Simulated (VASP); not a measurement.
Input of a VASP 6.6.1 run:

INCAR

```
PREC = Accurate
ENCUT = 600
EDIFF = 1E-6
ISMEAR = 0
SIGMA = 0.1
LREAL = False
LASPH = True
NELM = 100
ALGO = Normal
ISIF = 3
LWAVE = False
LCHARG = False
GGA = PS
IBRION = 2
NSW = 90
EDIFFG = -0.04
```

The input KPOINTS:

```
Automatic mesh
0
Gamma
  9 9 8
```

File POSCAR:

```
Ir
1.0
    2.6194997309      0.0000000000      0.0000000000
   -1.3097498655      2.2685533122      0.0000000000
    0.0000000000      0.0000000000      2.4475950611
Ir
1
Direct
    0.0000000000      0.0000000000      0.0000000000
```

Potentials or basis: VASP PAW PBE potentials, release 64 (Ir).

Launch:

```bash
$ cat potpaw_PBE.64/Ir/POTCAR > POTCAR
$ mpirun -np 1 vasp_std > vasp.out
```

Question: Predict the relaxed volume.

Answer: 15.38 Å³/atom.

Question: Predict the relaxed cell.

Answer: a = 2.628 Å, b = 2.628 Å, c = 2.570 Å, α = 90.00°, β = 90.00°, γ = 120.00°.

Question: What does it give for the space group after relaxing (to 0.05 Å)?

Answer: P6/mmm (No. 191).

Final structure:
```
Ir
1.0
     2.62820    0.00000    0.00000
    -1.31410    2.27609    0.00000
     0.00000    0.00000    2.57040
Ir
1
Direct
  0.00000 0.00000 0.00000
```

Caveat: the PAW data sets were made with another functional, which shifts forces and pressure a little.
